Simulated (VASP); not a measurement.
# B18HN18 (a cell with a defect) in VASP: single point with PBE

Aim: the single point of B18HN18 (a cell with a defect) with PBE.

Everything below comes from runs of VASP 6.6.1. Logs are shortened: lines on timing, memory, paths and dates and some standing lists are left out, and cuts for length are marked.

### 1 The cell of the first run

The cell holds a defect, 37 atoms: a = 7.465 Å, b = 7.465 Å, c = 6.495 Å, α = 90.00°, β = 90.00°, γ = 120.00°.

### 2 Single point, PBE, collinear spin

Input file INCAR:

```
PREC = Accurate
ENCUT = 520
EDIFF = 1E-6
ISMEAR = -1
SIGMA = 0.01
LREAL = Auto
LASPH = True
NELM = 200
ALGO = Normal
ISIF = 2
LWAVE = False
LCHARG = False
ISPIN = 2
MAGMOM = 0 0 0 0 0 0 0 0 0 0 0 0 0 0 0 0 0 0 0 0 0 0 0 0 0 0 0.01 0.03 0 0.01 0 0 0.03 0 0.02 0.03 0.66
LORBIT = 11
NUPDOWN = 1.0
GGA = PE
NBANDS = 100
GGA_COMPAT = False
```

Input file KPOINTS:

```
Automatic mesh
0
Gamma
  1 1 1
  0.25 0.25 0.25
```

Input file POSCAR:

```
B18HN18
1.0
    7.4650312800      0.0000000000      0.0000000000
   -3.7325156400      6.4649067300      0.0000000000
    0.0000000000      0.0000000000      6.4954828800
B N H
18 18 1
Direct
    0.1103522660      0.2220025841      0.2377997184
    0.2208383607      0.1105627706      0.7619453536
    0.1104612176      0.5555626941      0.2424235471
    0.2209173398      0.4443123652      0.7621933721
    0.1105111206      0.8886242664      0.2428864842
    0.2210078183      0.7775317124      0.7521172929
    0.4440375567      0.2220508447      0.2373717287
    0.5544632264      0.1107508631      0.7572228410
    0.4439843633      0.5555291283      0.2369760691
    0.5542989007      0.4441909404      0.7622466399
    0.4438372074      0.8886975853      0.2481889383
    0.5544975664      0.7779414630      0.7584330666
    0.7772770850      0.2221908312      0.2475681993
    0.8875235993      0.1107460679      0.7565452932
    0.7776634870      0.5557032994      0.2409608383
    0.8875607439      0.4440961208      0.7512864078
    0.7772722396      0.8887334713      0.2470225893
    0.8875198511      0.7774690664      0.7524489080
    0.1096733453      0.2211773595      0.7650304206
    0.2209702918      0.1107384886      0.2342352413
    0.1102840939      0.5548513149      0.7517739774
    0.2207838581      0.4450283848      0.2325272852
    0.1101590840      0.8882333868      0.7522205955
    0.2213810113      0.7780514414      0.2464366437
    0.4438567974      0.2209962277      0.7672715165
    0.5545616878      0.1114118161      0.2478965813
    0.4440290444      0.5560471558      0.7692525856
    0.5557419892      0.4452802059      0.2301634886
    0.4435026945      0.8883093353      0.7539251647
    0.5546182438      0.7778631943      0.2477718793
    0.7769866506      0.2216246977      0.7530534820
    0.8880328697      0.1114104240      0.2474895292
    0.7766227455      0.5547510815      0.7515104096
    0.8879682050      0.4446594700      0.2456422455
    0.7769115615      0.8882695822      0.7546496682
    0.8881180197      0.7781796722      0.2448050483
    0.3475848479      0.3468223276      0.4998245796
```

Potentials or basis: VASP PAW PBE potentials, release 64 (B, N, H).

The run is started by

```bash
$ cat potpaw_PBE.64/B/POTCAR potpaw_PBE.64/N/POTCAR potpaw_PBE.64/H/POTCAR > POTCAR
$ mpirun -np 1 vasp_std > vasp.out
```

OUTCAR:

```text
PREC = Accurate
   ENCUT = 520
   EDIFF = 1E-6
   ISMEAR = -1
   LREAL = Auto
   LASPH = True
   NELM = 200
   ISIF = 2
   ISPIN = 2
   LORBIT = 11
   NUPDOWN = 1.0
   GGA = PE

 ion  position               nearest neighbor table
   1  0.110  0.222  0.238-  20 1.43  32 1.44  22 1.44
   2  0.221  0.111  0.762-  19 1.43  23 1.44  25 1.44
   3  0.110  0.556  0.242-  22 1.43  34 1.44  24 1.44
   4  0.221  0.444  0.762-  21 1.43  19 1.44  27 1.44
   5  0.111  0.889  0.243-  24 1.43  20 1.44  36 1.44
   6  0.221  0.778  0.752-  23 1.43  29 1.44  21 1.44
[... 28 lines left out ...]
  35  0.777  0.888  0.755-  18 1.43  12 1.44  14 1.44
  36  0.888  0.778  0.245-  17 1.43   5 1.44  15 1.44
  37  0.348  0.347  0.500-

  LATTYP: Found a hexagonal cell.
 ALAT       =     7.4650312800
 C/A-ratio  =     0.8701213212

  Lattice vectors:

 A1 = (   7.4650312800,   0.0000000000,   0.0000000000)
 A2 = (  -3.7325156400,   6.4649067300,   0.0000000000)
 A3 = (   0.0000000000,   0.0000000000,   6.4954828800)

Analysis of symmetry for initial positions (statically):
=====================================================================
 Subroutine PRICEL returns:
 Original cell was already a primitive cell.

 Routine SETGRP: Setting up the symmetry group for a
 hexagonal supercell.

 Subroutine GETGRP returns: Found  1 space group operations
 (whereof  1 operations were pure point group operations)
 out of a pool of 24 trial point group operations.

The static configuration has the point symmetry C_1 .

Analysis of symmetry for dynamics (positions and initial velocities):
=====================================================================
 Subroutine PRICEL returns:
 Original cell was already a primitive cell.

 Routine SETGRP: Setting up the symmetry group for a
 hexagonal supercell.

 Subroutine GETGRP returns: Found  1 space group operations
 (whereof  1 operations were pure point group operations)
 out of a pool of 24 trial point group operations.

The dynamic configuration has the point symmetry C_1 .

Analysis of structural, dynamic, and magnetic symmetry:
=====================================================================
 Subroutine PRICEL returns:
 Original cell was already a primitive cell.

 Routine SETGRP: Setting up the symmetry group for a
 hexagonal supercell.

 Subroutine GETGRP returns: Found  1 space group operations
 (whereof  1 operations were pure point group operations)
 out of a pool of 24 trial point group operations.

The overall configuration has the point symmetry C_1 .

 Subroutine INISYM returns: Found  1 space group operations
 (whereof  1 operations are pure point group operations),
 and found     1 'primitive' translations

----------------------------------------------------------------------------------------

                                     Primitive cell

  volume of cell :     313.4768

  direct lattice vectors                    reciprocal lattice vectors
     7.465031280  0.000000000  0.000000000     0.133957912  0.077340636  0.000000000
    -3.732515640  6.464906730  0.000000000     0.000000000  0.154681273  0.000000000
     0.000000000  0.000000000  6.495482880     0.000000000  0.000000000  0.153953142

  length of vectors
     7.465031280  7.465031281  6.495482880     0.154681273  0.154681273  0.153953142

  position of ions in fractional coordinates (direct lattice)
     0.110352266  0.222002584  0.237799718
     0.220838361  0.110562771  0.761945354
     0.110461218  0.555562694  0.242423547
     0.220917340  0.444312365  0.762193372
     0.110511121  0.888624266  0.242886484
     0.221007818  0.777531712  0.752117293
[... 29 lines left out ...]
     0.888118020  0.778179672  0.244805048
     0.347584848  0.346822328  0.499824580

  ion indices of the primitive-cell ions
   primitive index   ion index
                 1           1
                 2           2
                 3           3
                 4           4
                 5           5
                 6           6
[... 29 lines left out ...]
                36          36
                37          37
[... 34 lines left out ...]
  0.500000 -0.250000  0.250000      2.000000
   k-points           NKPTS =      6   k-points in BZ     NKDIM =      6   number of bands    NBANDS=    100
   number of dos      NEDOS =    301   number of ions     NIONS =     37
   total plane-waves  NPLWV = 150528
   dimension x,y,z NGX =    56 NGY =   56 NGZ =   48
   dimension x,y,z NGXF=   112 NGYF=  112 NGZF=   96
   ions per type =              18  18   1
   NGX,Y,Z   is equivalent  to a cutoff of  12.47, 12.47, 12.29 a.u.
   NGXF,Y,Z  is equivalent  to a cutoff of  24.94, 24.94, 24.57 a.u.
 SYSTEM =  unknown system
   PREC   = accura    normal or accurate (medium, high low for compatibility)
   ISTART =      0    job   : 0-new  1-cont  2-samecut
   ICHARG =      2    charge: 1-file 2-atom 10-const
   ISPIN  =      2    spin polarized calculation?
   LNONCOLLINEAR =      F non collinear calculations
   LSORBIT =      F    spin-orbit coupling
   LASPH  =      T    aspherical Exc in radial PAW
   ENCUT  =  520.0 eV  38.22 Ry    6.18 a.u.  13.88 13.88 12.08*2*pi/ulx,y,z
   NELM   =    200;   NELMIN=  2; NELMDL= -5     # of ELM steps
   EDIFF  = 0.1E-05   stopping-criterion for ELM
   LREAL  =      T    real-space projection
   EDIFFG = 0.1E-04   stopping-criterion for IOM
   NSW    =      0    number of steps for IOM
   IBRION =     -1    ionic relax: 0-MD 1-quasi-New 2-CG
   NFREE  =      0    steps in history (QN), initial steepest desc. (CG)
   ISIF   =      2    stress and relaxation
   ISYM   =      2    0-nonsym 1-usesym 2-fastsym
   POTIM  = 0.5000    time-step for ionic-motion
   TEBEG  =    0.0;   TEEND  =   0.0 temperature during run
   PSTRESS=    0.0 pullay stress
   NELECT =     145.0000    total number of electrons
   NUPDOWN=       1.0000    fix difference up-down
   EMIN   =  10.00;   EMAX   =-10.00  energy-range for DOS
   EFERMI =   0.00;   METHOD = LEGACY
   ISMEAR =    -1;   SIGMA  =   0.01  broadening in eV -4-tet -1-fermi 0-gaus
   EFERMI_NEDOS =   21; number of points for ismear=-14 and -15
   IALGO  =     38    algorithm
   IMIX   =      4    mixing-type and parameters
     AMIX     =   0.40;   BMIX     =  1.00
     AMIX_MAG =   1.60;   BMIX_MAG =  1.00
  volume/ion in A,a.u.               =       8.47        57.17
  Fermi-wavevector in a.u.,A,eV,Ry     =   1.266084  2.392551 21.809700  1.602968
  Thomas-Fermi vector in A             =   2.399303
   LORBIT       =     11    0 simple, 1 ext, 2 COOP (PROOUT), +10 PAW based schemes
   GGA     = PE    functional components
   LHFCALC =     F    Hartree Fock is set to
   AEXX    =    0.0000 exact exchange contribution
   IVDW    =     0    specifies the selected vdW correction
   LEPSILON=     F    determine dielectric tensor
   LRPA    =     F    only Hartree local field effects (RPA)
 spin polarized calculation
  energy-cutoff  :      520.00
  volume of cell :      313.48
 maximum number of plane-waves:      8452
   NGX = 27   NGY = 27   NGZ = 25

 number of electron     144.9999998 magnetization       0.9999965

 Free energy of the ion-electron system (eV)
  ---------------------------------------------------
  ext. energy  EPLUGINS =         0.00000000
  ---------------------------------------------------
  free energy    TOTEN  =      -316.88093677 eV

  energy without entropy =     -316.88093677  energy(sigma->0) =     -316.88093677

 E-fermi :   2.6442     XC(G=0): -10.3260

 val. band max:        3.5728069564   @ k =  -0.2500   0.5000   0.2500
 cond. band min:       5.9201865129   @ k =   0.2500   0.5000   0.2500
 fundamental gap:      2.3473795565
 Fermi energy:         3.8194919335

 spin component 1

 k-point     1 :       0.2500    0.2500    0.2500
  band No.  band energies     occupation
      1     -14.9296      1.00000
      2     -14.6759      1.00000
      3     -14.4184      1.00000
      4     -14.3815      1.00000
      5     -14.1727      1.00000
      6     -14.1568      1.00000
[... 511 lines left out ...]
     83       9.2708      0.00000
     84       9.5695      0.00000
 Fermi energy:         2.6442142192

 spin component 2

 k-point     1 :       0.2500    0.2500    0.2500
  band No.  band energies     occupation
      1     -14.9113      1.00000
      2     -14.6614      1.00000
      3     -14.3933      1.00000
      4     -14.3734      1.00000
      5     -14.1514      1.00000
      6     -14.1492      1.00000
[... 511 lines left out ...]
     83       9.2917      0.00000
     84       9.6221      0.00000
 [bands above 84 left out]

------------------------ aborting loop because EDIFF is reached ----------------------------------------

  FORCE on cell =-STRESS in cart. coord.  units (eV):
  Direction    XX          YY          ZZ          XY          YZ          ZX
  --------------------------------------------------------------------------------------
  -------------------------------------------------------------------------------------
  Total       23.3616107     22.0820594     10.4653549     -1.0952520      0.0125697     -0.0478858
  in kB      119.4010171    112.8612404     53.4883504     -5.5978248      0.0642436     -0.2447440
  external PRESSURE =      95.2502026 kB  Pullay stress =       0.0000000 kB

 VOLUME and BASIS-vectors are now :
 -----------------------------------------------------------------------------
  energy-cutoff  :      520.00
  volume of cell :      313.48
      direct lattice vectors                 reciprocal lattice vectors
     7.465031280  0.000000000  0.000000000     0.133957912  0.077340636  0.000000000
    -3.732515640  6.464906730  0.000000000     0.000000000  0.154681273  0.000000000
     0.000000000  0.000000000  6.495482880     0.000000000  0.000000000  0.153953142

 POSITION                                       TOTAL-FORCE (eV/Angst)
 -----------------------------------------------------------------------------------
     -0.00484      1.43523      1.54462        -0.183700      0.104902     -0.005986
      1.23589      0.71478      4.94920         0.190055     -0.119041     -0.003898
     -1.24905      3.59166      1.57466        -0.191069      0.100263      0.007577
     -0.00925      2.87244      4.95081         0.175350     -0.113896      0.008166
     -2.49184      5.74487      1.57766        -0.161462      0.114000     -0.003135
     -1.25232      5.02667      4.88536         0.185046     -0.103095      0.004234
[... 29 lines left out ...]
      3.72526      5.03086      1.59013         0.163319     -0.113992      0.011226
      1.30021      2.24217      3.24660         0.001079      0.001303     -0.000825
 -----------------------------------------------------------------------------------
    total drift:                                0.002169     -0.003192     -0.000710

  FREE ENERGIE OF THE ION-ELECTRON SYSTEM (eV)
  ---------------------------------------------------
  free  energy   TOTEN  =      -316.8809367673 eV

  energy  without entropy=     -316.8809367673  energy(sigma->0) =     -316.88093677

 total charge

# of ion       s       p       d       tot
------------------------------------------
    1        0.756   1.442   0.000   2.197
    2        0.756   1.442   0.000   2.198
    3        0.758   1.454   0.000   2.211
    4        0.755   1.440   0.000   2.195
    5        0.758   1.453   0.000   2.211
    6        0.757   1.448   0.000   2.205
[... 29 lines left out ...]
   36        1.231   2.812   0.000   4.043
   37        0.428   0.007   0.000   0.435
--------------------------------------------------
tot         36.222  76.611   0.000 112.833

 magnetization (x)

# of ion       s       p       d       tot
------------------------------------------
    1        0.000  -0.002   0.000  -0.002
    2        0.000  -0.002   0.000  -0.002
    3        0.000   0.006   0.000   0.006
    4        0.000  -0.002   0.000  -0.002
    5        0.000   0.005   0.000   0.005
    6        0.000   0.001   0.000   0.001
[... 29 lines left out ...]
   36       -0.000   0.001   0.000   0.001
   37        0.345   0.001   0.000   0.346
--------------------------------------------------
tot          0.367   0.176   0.000   0.542
```

Wall time 11 min (1 thread of Intel Xeon Platinum 8259CL at 2.50GHz (Skylake/Cascade Lake), shared host); peak memory 0.63 GiB.

What came out:

```yaml
Free_energy: -316.8809 eV
Pressure: 9.5 GPa
Largest_force: 0.245 eV/Å
Net_moment: 1.00 μB per cell
Site_moments: B -0.00, +0.01, +0.00 (each value once); N +0.02, -0.00, +0.03, +0.00 (each value once); H +0.35 μB
Valence_electrons_inside_the_program's_atomic_spheres: B 2.20, 2.21, 2.19 (each value once); N 4.04; H 0.43
```

Forces in eV/Å, atoms in the order of the input:
```
B   -0.184  0.105 -0.006
B    0.190 -0.119 -0.004
B   -0.191  0.100  0.008
B    0.175 -0.114  0.008
B   -0.161  0.114 -0.003
B    0.185 -0.103  0.004
B   -0.183  0.114 -0.012
B    0.183 -0.112 -0.008
B   -0.196  0.109  0.010
B    0.176 -0.104  0.000
B   -0.179  0.107 -0.005
B    0.163 -0.111  0.012
B   -0.190  0.104 -0.006
B    0.181 -0.097  0.001
B   -0.183  0.094 -0.005
B    0.188 -0.107  0.007
B   -0.173  0.108  0.019
B    0.171 -0.107 -0.018
N   -0.204  0.132  0.003
N    0.183 -0.100  0.004
N   -0.187  0.101 -0.007
N    0.196 -0.108  0.003
N   -0.174  0.111  0.005
N    0.170 -0.098 -0.005
N   -0.181  0.114  0.002
N    0.187 -0.100  0.005
N   -0.179  0.103  0.001
N    0.210 -0.126 -0.008
N   -0.172  0.098  0.006
N    0.168 -0.114 -0.005
N   -0.182  0.103  0.006
N    0.187 -0.109 -0.004
N   -0.184  0.110  0.003
N    0.187 -0.095 -0.006
N   -0.161  0.111 -0.013
N    0.163 -0.114  0.011
H    0.001  0.001 -0.001
```

Caveat: the k points lie up to 0.49 Å⁻¹ apart; the total moment is fixed, so each spin has its own Fermi level and the state may be an excited one.
